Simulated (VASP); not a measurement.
# Ga (Fd-3m) in VASP: settings compared, part 2 of 2

VASP 6.6.1. Earlier steps stand in the parts before.

## 6. Single point, HSE06

Contents of POSCAR:

```
Ga
1.0
    0.0000000000      2.9406016121      2.9406016121
    2.9406016121      0.0000000000      2.9406016121
    2.9406016121      2.9406016121      0.0000000000
Ga
2
Direct
    0.1250000000      0.1250000000      0.1250000000
    0.8750000000      0.8750000000      0.8750000000
```

Contents of INCAR.step1:

```
SYSTEM = Ga
PREC     = Accurate       ! precision mode
ENCUT    = 520            ! plane-wave cutoff, eV
EDIFF    = 1E-5           ! SCF threshold, eV
ISMEAR   = -1             ! smearing method
SIGMA    = 0.1            ! smearing width, eV
LREAL    = .False.        ! projectors in reciprocal space
LASPH    = .True.         ! aspherical terms in the spheres
NELM     = 80             ! most SCF steps
ALGO     = Normal         ! electronic algorithm
ISIF     = 2              ! what is computed and relaxed
LWAVE    = .True.         ! write WAVECAR
GGA      = PE             ! functional
NBANDS   = 20             ! bands
```

Contents of INCAR.step2:

```
SYSTEM = Ga
PREC     = Accurate       ! precision mode
ENCUT    = 520            ! plane-wave cutoff, eV
EDIFF    = 1E-7           ! SCF threshold, eV
ISMEAR   = -1             ! smearing method
SIGMA    = 0.1            ! smearing width, eV
LREAL    = .False.        ! projectors in reciprocal space
LASPH    = .True.         ! aspherical terms in the spheres
NELM     = 80             ! most SCF steps
ALGO     = Normal         ! electronic algorithm
ISIF     = 2              ! what is computed and relaxed
LWAVE    = .False.        ! write WAVECAR
LCHARG   = .True.         ! write CHGCAR
GGA      = PE             ! functional
LHFCALC  = .True.         ! exact exchange
HFSCREEN = 0.2079         ! screening, 1/A
PRECFOCK = Normal       
LELF     = .True.         ! ELF
LVHAR    = .True.       
ISTART   = 1            
NBANDS   = 20             ! bands
```

Contents of KPOINTS:

```
Automatic mesh
0
Gamma
  5 5 5
  0 0 0
```

Potentials or basis: VASP PAW PBE potentials, release 64 (Ga_d).

The run is started by

```
$ cat potpaw_PBE.64/Ga_d/POTCAR > POTCAR
$ cp INCAR.step1 INCAR
$ mpirun -np 1 vasp_std > vasp.out
$ cp INCAR.step2 INCAR
$ mpirun -np 1 vasp_std > vasp.out
```

OUTCAR:

```text
SYSTEM = Ga
   PREC = Accurate
   ENCUT = 520
   EDIFF = 1E-7
   ISMEAR = -1
   LREAL = .False.
   LASPH = .True.
   NELM = 80
   ISIF = 2
   GGA = PE
   LHFCALC = .True.
   HFSCREEN = 0.2079
   PRECFOCK = Normal
   ISTART = 1

 ion  position               nearest neighbor table
   1  0.125  0.125  0.125-   2 2.55   2 2.55   2 2.55   2 2.55
   2  0.875  0.875  0.875-   1 2.55   1 2.55   1 2.55   1 2.55

  LATTYP: Found a face centered cubic cell.
 ALAT       =     5.8812032242

  Lattice vectors:

 A1 = (   0.0000000000,   2.9406016121,   2.9406016121)
 A2 = (   2.9406016121,   0.0000000000,   2.9406016121)
 A3 = (   2.9406016121,   2.9406016121,   0.0000000000)

Analysis of symmetry for initial positions (statically):
=====================================================================
 Subroutine PRICEL returns:
 Original cell was already a primitive cell.

 Routine SETGRP: Setting up the symmetry group for a
 face centered cubic supercell.

 Subroutine GETGRP returns: Found 48 space group operations
 (whereof 12 operations were pure point group operations)
[... 152 lines left out ...]
  ext. energy  EPLUGINS =         0.00000000
  ---------------------------------------------------
  free energy    TOTEN  =        -5.95313040 eV

  energy without entropy =       -5.89925370  energy(sigma->0) =       -5.92619205

 E-fermi :   2.2489     XC(G=0):  -7.7613

 val. band max:        2.1715593322   @ k =   0.4000   0.2000   0.0000
 cond. band min:       2.2747072161   @ k =  -0.4000   0.4000   0.0000
 fundamental gap:      0.1031478839
 Fermi energy:         2.2488625926

 k-point     1 :       0.0000    0.0000    0.0000
  band No.  band energies     occupation
      1     -15.1246      2.00000
      2     -15.1246      2.00000
      3     -15.1246      2.00000
      4     -15.0858      2.00000
      5     -15.0858      2.00000
      6     -14.7800      2.00000
[... 219 lines left out ...]
     19      14.1671      0.00000
     20      15.4428      0.00000

------------------------ aborting loop because EDIFF is reached ----------------------------------------

  FORCE on cell =-STRESS in cart. coord.  units (eV):
  Direction    XX          YY          ZZ          XY          YZ          ZX
  --------------------------------------------------------------------------------------
  -------------------------------------------------------------------------------------
  Total       -0.0071808     -0.0071808     -0.0071808     -0.0000000      0.0000000     -0.0000000
  in kB       -0.2262277     -0.2262277     -0.2262277     -0.0000000      0.0000000     -0.0000000
  external PRESSURE =      -0.2262277 kB  Pullay stress =       0.0000000 kB

 VOLUME and BASIS-vectors are now :
 -----------------------------------------------------------------------------
  energy-cutoff  :      520.00
  volume of cell :       50.86
      direct lattice vectors                 reciprocal lattice vectors
     0.000000000  2.940601612  2.940601612    -0.170033233  0.170033233  0.170033233
     2.940601612  0.000000000  2.940601612     0.170033233 -0.170033233  0.170033233
     2.940601612  2.940601612  0.000000000     0.170033233  0.170033233 -0.170033233

 POSITION                                       TOTAL-FORCE (eV/Angst)
 -----------------------------------------------------------------------------------
      0.73515      0.73515      0.73515        -0.000000     -0.000000     -0.000000
      5.14605      5.14605      5.14605         0.000000      0.000000      0.000000
 -----------------------------------------------------------------------------------
    total drift:                                0.000000      0.000000      0.000000

  FREE ENERGIE OF THE ION-ELECTRON SYSTEM (eV)
  ---------------------------------------------------
  free  energy   TOTEN  =        -5.9531303961 eV

  energy  without entropy=       -5.8992537022  energy(sigma->0) =       -5.92619205
```

OUTCAR.step1:

```text
SYSTEM = Ga
   PREC = Accurate
   ENCUT = 520
   EDIFF = 1E-5
   ISMEAR = -1
   LREAL = .False.
[... 436 lines left out ...]
      0.73515      0.73515      0.73515        -0.000000      0.000000      0.000000
      5.14605      5.14605      5.14605         0.000000     -0.000000      0.000000
 -----------------------------------------------------------------------------------
    total drift:                                0.000000      0.000000     -0.000000

  FREE ENERGIE OF THE ION-ELECTRON SYSTEM (eV)
  ---------------------------------------------------
  free  energy   TOTEN  =        -5.2999667419 eV

  energy  without entropy=       -5.2439724475  energy(sigma->0) =       -5.27196959
```

OSZICAR.step1:

```text
N       E                     dE             d eps       ncg     rms          rms(c)
DAV:   1     0.133680793657E+03    0.13368E+03   -0.13668E+04   408   0.220E+03
DAV:   2     0.759057829227E+01   -0.12609E+03   -0.12306E+03   404   0.369E+02
DAV:   3    -0.507999951622E+01   -0.12671E+02   -0.12608E+02   456   0.100E+02
DAV:   4    -0.530690936647E+01   -0.22691E+00   -0.22680E+00   428   0.147E+01
DAV:   5    -0.531069110113E+01   -0.37817E-02   -0.37811E-02   480   0.188E+00    0.142E+00
DAV:   6    -0.529832519469E+01    0.12366E-01   -0.54000E-02   520   0.366E+00    0.785E-01
DAV:   7    -0.529981444763E+01   -0.14893E-02   -0.11497E-02   596   0.153E+00    0.197E-01
DAV:   8    -0.529992750274E+01   -0.11306E-03   -0.25671E-03   504   0.628E-01    0.265E-02
DAV:   9    -0.529996523833E+01   -0.37736E-04   -0.16849E-04   440   0.145E-01    0.766E-03
DAV:  10    -0.529996674195E+01   -0.15036E-05   -0.16856E-05   380   0.500E-02
   1 F= -.52999667E+01 E0= -.52719696E+01  d E =-.559943E-01
```

It took 35 min on 1 thread of Intel Xeon Platinum 8259CL at 2.50GHz (Skylake/Cascade Lake), shared host; peak memory 0.29 GiB.

What came out:

- Free energy: -5.9531 eV
- Pressure: 0.0 GPa
- Band gap on the k mesh: zero (bands 13 and 14 overlap by 3.74 eV)

Caveat: the k points lie up to 0.37 Å⁻¹ apart, too coarse for converged energies and pressures of a metal; the PAW data sets were made with another functional, which shifts forces and pressure a little.

## 7. Overview

| level | cell | k mesh | grid for exact exchange (PRECFOCK) | share of exact exchange | screening parameter | gap on the mesh (eV) | pressure (GPa) |
| --- | --- | --- | --- | --- | --- | --- | --- |
| PBE | a = 4.159 Å, angles 60.0°, 2 atoms | 15 × 15 × 15 | - | - | - | none | 0.2 |
| PBE | a = 4.213 Å, angles 60.0°, 2 atoms | 15 × 15 × 15 | - | - | - | none | -1.1 |
| PBE | a = 4.267 Å, angles 60.0°, 2 atoms | 15 × 15 × 15 | - | - | - | none | -2.1 |
| PBE | a = 4.319 Å, angles 60.0°, 2 atoms | 15 × 15 × 15 | - | - | - | none | -2.8 |
| HSE06 | a = 4.159 Å, angles 60.0°, 2 atoms | 5 × 5 × 5 | Normal | 0.25 | 0.2079 1/Å | none | 0.0 |

Alike in all rows: task single point; potentials or basis VASP PAW PBE potentials, release 64 (Ga_d); no spin polarisation; cutoff (eV) 520; smearing fermi-dirac 0.1 eV.

Caveats: some runs use coarse meshes; the PAW data sets were made with another functional, which shifts forces and pressure a little (at least some runs).

Total energies depend on the potentials used, so only differences within one code and one set of settings carry meaning.
